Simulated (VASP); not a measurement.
# BN (P6_3/mmc) in VASP: a series of runs

The runs below take BN through single point, with PBEsol.

Program: VASP 6.6.1. These are calculated values, not measurements. Logs are shortened: lines on timing, memory, paths and dates and some standing lists are left out, and cuts for length are marked.

## 1. The cell of the first run

It takes space group P6_3/mmc (No. 194, hexagonal). The conventional cell has a = 2.687 Å, b = 2.687 Å, c = 6.692 Å, α = 90.00°, β = 90.00°, γ = 120.00°. B (site symmetry -6m2) has 3 N at 1.55 Å within 2.1 Å. Within 2.1 Å of N (site symmetry -6m2) lie 3 B at 1.55 Å.

## 2. Single point, PBEsol (volume 10.464 Å^3 an atom, c/a of the conventional cell 2.4903)

INCAR reads:

```
PREC = Accurate
ENCUT = 520
EDIFF = 1E-6
ISMEAR = 0
SIGMA = 0.05
LREAL = False
LASPH = True
NELM = 80
ALGO = Normal
ISIF = 2
LWAVE = False
LCHARG = False
GGA = PS
NBANDS = 16
```

KPOINTS reads:

```
regular mesh
0
Gamma
  12 12 4
```

POSCAR reads:

```
BN
1.0
    2.6873556193      0.0000000000      0.0000000000
   -1.3436778097      2.3273182353      0.0000000000
    0.0000000000      0.0000000000      6.6923216988
B N
2 2
Direct
    0.3333333333      0.6666666667      0.2500000000
    0.6666666667      0.3333333333      0.7500000000
    0.3333333333      0.6666666667      0.7500000000
    0.6666666667      0.3333333333      0.2500000000
```

Potentials or basis: VASP PAW PBE potentials, release 64 (B, N).

Command:

```bash
$ cat potpaw_PBE.64/B/POTCAR potpaw_PBE.64/N/POTCAR > POTCAR
$ mpirun -np 1 vasp_std > vasp.out
```

OUTCAR:

```text
PREC = Accurate
   ENCUT = 520
   EDIFF = 1E-6
   ISMEAR = 0
   LREAL = False
   LASPH = True
   NELM = 80
   ISIF = 2
   GGA = PS

 ion  position               nearest neighbor table
   1  0.333  0.667  0.250-   4 1.55   4 1.55   4 1.55
   2  0.667  0.333  0.750-   3 1.55   3 1.55   3 1.55
   3  0.333  0.667  0.750-   2 1.55   2 1.55   2 1.55
   4  0.667  0.333  0.250-   1 1.55   1 1.55   1 1.55

  LATTYP: Found a hexagonal cell.
 ALAT       =     2.6873556193
 C/A-ratio  =     2.4903000000

  Lattice vectors:

 A1 = (   2.6873556193,   0.0000000000,   0.0000000000)
 A2 = (  -1.3436778097,   2.3273182353,   0.0000000000)
 A3 = (   0.0000000000,   0.0000000000,   6.6923216988)

Analysis of symmetry for initial positions (statically):
=====================================================================
 Subroutine PRICEL returns:
 Original cell was already a primitive cell.

 Routine SETGRP: Setting up the symmetry group for a
 hexagonal supercell.

 Subroutine GETGRP returns: Found 24 space group operations
 (whereof 12 operations were pure point group operations)
 out of a pool of 24 trial point group operations.

The static configuration has the point symmetry D_3d.
 The point group associated with its full space group is D_6h.

Analysis of symmetry for dynamics (positions and initial velocities):
=====================================================================
 Subroutine PRICEL returns:
 Original cell was already a primitive cell.

 Routine SETGRP: Setting up the symmetry group for a
 hexagonal supercell.

 Subroutine GETGRP returns: Found 24 space group operations
 (whereof 12 operations were pure point group operations)
 out of a pool of 24 trial point group operations.

The dynamic configuration has the point symmetry D_3d.
 The point group associated with its full space group is D_6h.

 Subroutine INISYM returns: Found 24 space group operations
 (whereof 12 operations are pure point group operations),
 and found     1 'primitive' translations

----------------------------------------------------------------------------------------

                                     Primitive cell

  volume of cell :      41.8560

  direct lattice vectors                    reciprocal lattice vectors
     2.687355619  0.000000000  0.000000000     0.372113014  0.214839549  0.000000000
    -1.343677810  2.327318235  0.000000000     0.000000000  0.429679098  0.000000000
[... 87 lines left out ...]
   ENCUT  =  520.0 eV  38.22 Ry    6.18 a.u.   5.00  5.00 12.44*2*pi/ulx,y,z
   NELM   =     80;   NELMIN=  2; NELMDL= -5     # of ELM steps
   EDIFF  = 0.1E-05   stopping-criterion for ELM
   LREAL  =      F    real-space projection
   EDIFFG = 0.1E-04   stopping-criterion for IOM
   NSW    =      0    number of steps for IOM
   IBRION =     -1    ionic relax: 0-MD 1-quasi-New 2-CG
   NFREE  =      0    steps in history (QN), initial steepest desc. (CG)
   ISIF   =      2    stress and relaxation
   ISYM   =      2    0-nonsym 1-usesym 2-fastsym
   POTIM  = 0.5000    time-step for ionic-motion
   TEBEG  =    0.0;   TEEND  =   0.0 temperature during run
   PSTRESS=    0.0 pullay stress
   NELECT =      16.0000    total number of electrons
   NUPDOWN=      -1.0000    fix difference up-down
   EMIN   =  10.00;   EMAX   =-10.00  energy-range for DOS
   EFERMI =   0.00;   METHOD = LEGACY
   ISMEAR =     0;   SIGMA  =   0.05  broadening in eV -4-tet -1-fermi 0-gaus
   EFERMI_NEDOS =   21; number of points for ismear=-14 and -15
   IALGO  =     38    algorithm
   IMIX   =      4    mixing-type and parameters
     AMIX     =   0.40;   BMIX     =  1.00
     AMIX_MAG =   1.60;   BMIX_MAG =  1.00
  volume/ion in A,a.u.               =      10.46        70.61
  Fermi-wavevector in a.u.,A,eV,Ry     =   1.188125  2.245231 19.206552  1.411642
  Thomas-Fermi vector in A             =   2.324262
   LORBIT       =      0    0 simple, 1 ext, 2 COOP (PROOUT), +10 PAW based schemes
   GGA     = PS    functional components
   LHFCALC =     F    Hartree Fock is set to
   AEXX    =    0.0000 exact exchange contribution
   IVDW    =     0    specifies the selected vdW correction
   LEPSILON=     F    determine dielectric tensor
   LRPA    =     F    only Hartree local field effects (RPA)
 non-spin polarized calculation
 Gauss-broadening in eV      SIGMA  =   0.05
  energy-cutoff  :      520.00
  volume of cell :       41.86
 maximum number of plane-waves:      1152
 NGX is ok and might be reduce to    20
   NGX =  9   NGY =  9   NGZ = 25

 number of electron      15.9999996 magnetization

 Free energy of the ion-electron system (eV)
  ---------------------------------------------------
  ext. energy  EPLUGINS =         0.00000000
  ---------------------------------------------------
  free energy    TOTEN  =       -35.50645231 eV

  energy without entropy =      -35.50645231  energy(sigma->0) =      -35.50645231

 E-fermi :   1.5632     XC(G=0):  -9.8190

 val. band max:        1.3293995524   @ k =   0.3333   0.2500   0.0000
 cond. band min:       5.1147544269   @ k =   0.5000  -0.0000   0.0000
 fundamental gap:      3.7853548745
 Fermi energy:         1.5631535783

 k-point     1 :       0.0000    0.0000    0.0000
  band No.  band energies     occupation
      1     -15.2764      2.00000
      2     -14.9706      2.00000
      3      -4.0169      2.00000
      4      -1.7828      2.00000
      5      -0.2194      2.00000
      6      -0.2194      2.00000
[... 433 lines left out ...]
      3      -5.1625      2.00000
      4      -5.0931      2.00000
      5      -2.0615      2.00000
      6      -2.0043      2.00000
[... 8 lines left out ...]
     15      15.8777      0.00000
     16      16.7577      0.00000

 [... further k-points ...]
[... 5 lines left out ...]
  --------------------------------------------------------------------------------------
  -------------------------------------------------------------------------------------
  Total      -14.3651463    -14.3651463      0.0310006      0.0000000      0.0000000      0.0000000
  in kB     -549.8736577   -549.8736577      1.1866506      0.0000000      0.0000000      0.0000000
  external PRESSURE =    -366.1868883 kB  Pullay stress =       0.0000000 kB

 VOLUME and BASIS-vectors are now :
 -----------------------------------------------------------------------------
  energy-cutoff  :      520.00
  volume of cell :       41.86
      direct lattice vectors                 reciprocal lattice vectors
     2.687355619  0.000000000  0.000000000     0.372113014  0.214839549  0.000000000
    -1.343677810  2.327318235  0.000000000     0.000000000  0.429679098  0.000000000
     0.000000000  0.000000000  6.692321699     0.000000000  0.000000000  0.149424975

 POSITION                                       TOTAL-FORCE (eV/Angst)
 -----------------------------------------------------------------------------------
     -0.00000      1.55155      1.67308        -0.000000     -0.000000      0.000000
      1.34368      0.77577      5.01924         0.000000      0.000000      0.000000
     -0.00000      1.55155      5.01924         0.000000     -0.000000      0.000000
      1.34368      0.77577      1.67308         0.000000      0.000000      0.000000
 -----------------------------------------------------------------------------------
    total drift:                               -0.000000      0.000000     -0.000000

  FREE ENERGIE OF THE ION-ELECTRON SYSTEM (eV)
  ---------------------------------------------------
  free  energy   TOTEN  =       -35.5064523100 eV

  energy  without entropy=      -35.5064523100  energy(sigma->0) =      -35.50645231
```

Wall time 23 s (1 thread of AMD EPYC 7R13 (Zen 3), shared host); peak memory 0.13 GiB.

Results:

| Property | Result |
| --- | --- |
| Free energy | -35.5065 eV |
| Pressure | -36.6 GPa |
| Band gap on the k mesh | 3.79 eV, indirect (least direct gap 4.05 eV) |

Stress tensor (GPa, compression positive):
```
-54.99   0.00   0.00
  0.00 -54.99   0.00
  0.00   0.00   0.12
```

Levels at points of the mesh, in eV from the valence-band top:
| k point | band 6 | band 7 | band 8 | band 9 | band 10 | band 11 |
| --- | --- | --- | --- | --- | --- | --- |
| (0.00, 0.00, 0.00) | -1.55 | -1.50 | -1.50 | 4.71 | 8.71 | 9.13 |
| (0.50, 0.00, 0.00) | -3.78 | -1.35 | -0.28 | 3.79 | 5.05 | 7.51 |
| (0.00, 0.00, 0.50) | -1.52 | -1.52 | -1.52 | 6.68 | 6.68 | 9.85 |
| (0.50, 0.00, 0.50) | -3.82 | -0.79 | -0.79 | 4.18 | 4.18 | 7.72 |

Caveat: the PAW data sets were made with another functional, which shifts forces and pressure a little; this functional lacks dispersion, which binds the layers, so the pressure and a relaxed spacing across them are unreliable. A k mesh can miss the band edges.

## 3. Single point, PBEsol (volume 10.464 Å^3 an atom, c/a of the conventional cell 3.1694)

INCAR reads:

```
SYSTEM = BN
ALGO     = Normal         ! electronic algorithm
EDIFF    = 1E-7           ! SCF threshold, eV
ENCUT    = 520            ! plane-wave cutoff, eV
GGA      = PS             ! functional
ISIF     = 2              ! what is computed and relaxed
ISMEAR   = 0              ! smearing method
LASPH    = .TRUE.         ! aspherical terms in the spheres
LCHARG   = .FALSE.        ! write CHGCAR
LREAL    = .FALSE.        ! projectors in reciprocal space
LWAVE    = .FALSE.        ! write WAVECAR
NBANDS   = 16             ! bands
NELM     = 60             ! most SCF steps
PREC     = Accurate       ! precision mode
SIGMA    = 0.05           ! smearing width, eV
```

KPOINTS reads:

```
k-points
0
G
  12 12 4
  0 0 0
```

POSCAR reads:

```
BN
1.0
    2.4798001333      0.0000000000      0.0000000000
   -1.2399000667      2.1475699117      0.0000000000
    0.0000000000      0.0000000000      7.8594785424
B N
2 2
Direct
    0.3333333333      0.6666666667      0.2500000000
    0.6666666667      0.3333333333      0.7500000000
    0.3333333333      0.6666666667      0.7500000000
    0.6666666667      0.3333333333      0.2500000000
```

Potentials or basis: VASP PAW PBE potentials, release 64 (B, N).

Command:

```bash
$ cat potpaw_PBE.64/B/POTCAR potpaw_PBE.64/N/POTCAR > POTCAR
$ mpirun -np 1 vasp_std > vasp.out
```

It took 28 s on 1 thread of AMD EPYC 7R13 (Zen 3), shared host; peak memory 0.13 GiB.

The run converged. Its results:

| Quantity | Value |
| --- | --- |
| Free energy | -36.5376 eV |
| Pressure | 6.3 GPa |
| Band gap on the k mesh | 4.40 eV, indirect (least direct gap 4.69 eV) |

Stress tensor (GPa, compression positive):
```
 9.75  0.00  0.00
 0.00  9.75  0.00
 0.00  0.00 -0.47
```

Levels at points of the mesh, in eV from the valence-band top:
```
           k point  band 6  band 7  band 8  band 9  band 10  band 11
(0.00, 0.00, 0.00)   -1.28   -1.27   -1.27    4.40     8.28    11.08
(0.50, 0.00, 0.00)   -4.16   -1.13   -0.77    4.49     5.12     9.69
(0.00, 0.00, 0.50)   -1.28   -1.28   -1.28    5.95     5.95    11.79
(0.50, 0.00, 0.50)   -4.17   -0.95   -0.95    4.76     4.76    10.04
```

Caveat: the PAW data sets were made with another functional, which shifts forces and pressure a little; this functional lacks dispersion, which binds the layers, so the pressure and a relaxed spacing across them are unreliable. A k mesh can miss the band edges.

## 4. Single point, PBEsol (volume 10.464 Å^3 an atom, c/a of the conventional cell 2.7425)

INCAR reads:

```
SYSTEM = BN
ALGO = Normal
EDIFF = 1E-6
ENCUT = 520
GGA = PS
ISIF = 2
ISMEAR = 0
LASPH = .TRUE.
LCHARG = .TRUE.
LELF = .TRUE.
LREAL = .FALSE.
LVHAR = .TRUE.
LWAVE = .FALSE.
NBANDS = 16
NELM = 60
PREC = Accurate
SIGMA = 0.05
```

KPOINTS is that of step 3.

POSCAR reads:

```
BN
1.0
    2.6023167162      0.0000000000      0.0000000000
   -1.3011583581      2.2536723849      0.0000000000
    0.0000000000      0.0000000000      7.1368535941
B N
2 2
Direct
    0.3333333333      0.6666666667      0.2500000000
    0.6666666667      0.3333333333      0.7500000000
    0.3333333333      0.6666666667      0.7500000000
    0.6666666667      0.3333333333      0.2500000000
```

Command:

```bash
$ cat potpaw_PBE.64/B/POTCAR potpaw_PBE.64/N/POTCAR > POTCAR
$ mpirun -np 1 vasp_std > vasp.out
```

Run time: 29 s. Hardware: 1 thread of AMD EPYC 7R13 (Zen 3), shared host; peak memory 0.14 GiB.

The run converged. Its results:

| Property | Result |
| --- | --- |
| Free energy | -36.2433 eV |
| Pressure | -21.7 GPa |
| Band gap on the k mesh | 4.08 eV, indirect (least direct gap 4.31 eV) |

Stress tensor (GPa, compression positive):
```
-32.33   0.00   0.00
  0.00 -32.33   0.00
  0.00   0.00  -0.32
```

Levels at points of the mesh, in eV from the valence-band top:
```tsv
k point	band 4	band 5	band 6	band 7	band 8	band 9	band 10	band 11	band 12	band 13
(0.00, 0.00, 0.00)	-3.88	-1.43	-1.43	-1.41	-1.41	4.67	9.05	10.03	10.59	10.59
(0.50, 0.00, 0.00)	-8.42	-3.96	-3.92	-1.19	-0.46	4.08	5.07	8.38	8.72	11.79
(0.00, 0.00, 0.50)	-4.75	-1.42	-1.42	-1.42	-1.42	6.57	6.57	10.63	10.63	10.63
(0.50, 0.00, 0.50)	-8.44	-3.94	-3.94	-0.82	-0.82	4.44	4.44	8.65	8.65	12.47
```

Caveat: the PAW data sets were made with another functional, which shifts forces and pressure a little; this functional lacks dispersion, which binds the layers, so the pressure and a relaxed spacing across them are unreliable. A k mesh can miss the band edges.

## 5. Single point, PBEsol (volume 10.464 Å^3 an atom, c/a of the conventional cell 3.0202)

INCAR reads:

```
  PREC = Accurate
  ENCUT = 520
  EDIFF = 1E-7
  ISMEAR = 0
  SIGMA = 0.05
  LREAL = False
  LASPH = True
  NELM = 60
  ALGO = Normal
  ISIF = 2
  LWAVE = False
  LCHARG = False
  GGA = PS
  NBANDS = 16
```

KPOINTS reads:

```
regular mesh
0
Gamma
  12 12 4
```

POSCAR reads:

```
BN
1.0
    2.5199802039      0.0000000000      0.0000000000
   -1.2599901020      2.1823668736      0.0000000000
    0.0000000000      0.0000000000      7.6108442118
B N
2 2
Direct
    0.3333333333      0.6666666667      0.2500000000
    0.6666666667      0.3333333333      0.7500000000
    0.3333333333      0.6666666667      0.7500000000
    0.6666666667      0.3333333333      0.2500000000
```

Command:

```bash
$ cat potpaw_PBE.64/B/POTCAR potpaw_PBE.64/N/POTCAR > POTCAR
$ mpirun -np 1 vasp_std > vasp.out
```

It took 37 s on 1 thread of AMD EPYC 7R13 (Zen 3), shared host; peak memory 0.14 GiB.

Results (log left out):

```yaml
Free_energy: -36.5590 eV
Pressure: -3.7 GPa
Band_gap_on_the_k_mesh: 4.36 eV, indirect (least direct gap 4.57 eV)
```

Stress tensor (GPa, compression positive):
```
-5.38  0.00  0.00
 0.00 -5.38  0.00
 0.00  0.00 -0.47
```

Levels at points of the mesh, in eV from the valence-band top:
```
           k point  band 5  band 6  band 7  band 8  band 9  band 10  band 11  band 12
(0.00, 0.00, 0.00)   -1.33   -1.33   -1.33   -1.33    4.50     8.59    10.92    11.38
(0.50, 0.00, 0.00)   -4.10   -4.08   -1.13   -0.67    4.36     5.10     9.24     9.72
(0.00, 0.00, 0.50)   -1.33   -1.33   -1.33   -1.33    6.18     6.18    11.40    11.40
(0.50, 0.00, 0.50)   -4.09   -4.09   -0.90   -0.90    4.66     4.66     9.57     9.57
```

Caveat: the PAW data sets were made with another functional, which shifts forces and pressure a little; this functional lacks dispersion, which binds the layers, so the pressure and a relaxed spacing across them are unreliable. A k mesh can miss the band edges.

(Continued in part 2 of 2.)
